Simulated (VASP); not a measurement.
Input of a VASP 6.6.1 run:

The input INCAR:

```
SYSTEM = MnInCu
ALGO     = Normal         ! electronic algorithm
EDIFF    = 1E-7           ! SCF threshold, eV
ENCUT    = 520            ! plane-wave cutoff, eV
GGA      = PE             ! functional
ISIF     = 2              ! what is computed and relaxed
ISMEAR   = 0              ! smearing method
ISPIN    = 2              ! spin polarisation
LASPH    = .TRUE.         ! aspherical terms in the spheres
LCHARG   = .FALSE.        ! write CHGCAR
LMAXMIX  = 4              ! l up to which the mixer works
LORBIT   = 11             ! projections on sites
LREAL    = .FALSE.        ! projectors in reciprocal space
LWAVE    = .FALSE.        ! write WAVECAR
MAGMOM   = 4 0 0          ! initial moments
NBANDS   = 30             ! bands
NELM     = 150            ! most SCF steps
PREC     = Accurate       ! precision mode
SIGMA    = 0.1            ! smearing width, eV
```

File KPOINTS:

```
k-points
0
G
  6 6 4
  0 0 0
```

File POSCAR:

```
MnInCu
1.0
    2.6594121929     -2.6600742859      0.0000000000
    2.6594121929      2.6600742859      0.0000000000
    0.0000000000      0.0000000000      4.8322640626
Mn In Cu
1 1 1
Direct
    0.0000000000      0.0000000000      0.0000000000
    0.5000000000      0.5000000000      0.0000000000
    0.0000000000      0.0000000000      0.5000000000
```

Potentials or basis: VASP PAW PBE potentials, release 64 (Mn_pv, In_d, Cu).

The run is started by

```bash
$ cat potpaw_PBE.64/Mn_pv/POTCAR potpaw_PBE.64/In_d/POTCAR potpaw_PBE.64/Cu/POTCAR > POTCAR
$ mpirun -np 1 vasp_std > vasp.out
```

(1) What does it give for the site moments?

(2) What does it give for the net moment?

(3) Predict the pressure.

Results:

(1) Mn +3.36; In -0.10; Cu +0.16 μB.

(2) 3.54 μB per cell.

(3) 0.1 GPa.
